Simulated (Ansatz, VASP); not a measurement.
## CdTe in VASP and in Ansatz

```xyz
2
Lattice="0.0000 3.1835 3.1835 3.1835 0.0000 3.1835 3.1835 3.1835 0.0000" Properties=species:S:1:pos:R:3 pbc="T T T"
Te    4.7752    4.7752    4.7752
Cd    0.0000    0.0000    0.0000
```

Change from the starting cell: volume scaled by 0.98.

Alike in both runs: task single point; functional pbesol exchange, pbe correlation; k mesh 7 × 7 × 7; occupations tetrahedron; no spin polarisation.

|  | VASP | Ansatz |
| --- | --- | --- |
| version | VASP 6.6.1 | Ansatz 0.2.0 |
| potentials or method | VASP PAW PBE potentials, release 64 (Te, Cd), cutoff 500 eV | all-electron LAPW, scalar-relativistic |

Ansatz gave:

* gap on the k mesh at the Fermi level (eV): 0.86
* least direct gap on the mesh (eV): 0.86
* pressure (GPa): 2.3

Q: What did VASP give for the same quantities?

A: gap on the k mesh at the Fermi level (eV): 0.86; least direct gap on the mesh (eV): 0.86; pressure (GPa): 2.5.

VASP's potentials were made for PBE, not for pbesol exchange, pbe correlation. Ansatz ran all-electron here, and VASP with PAW potentials.

Neither program's run includes spin-orbit coupling.
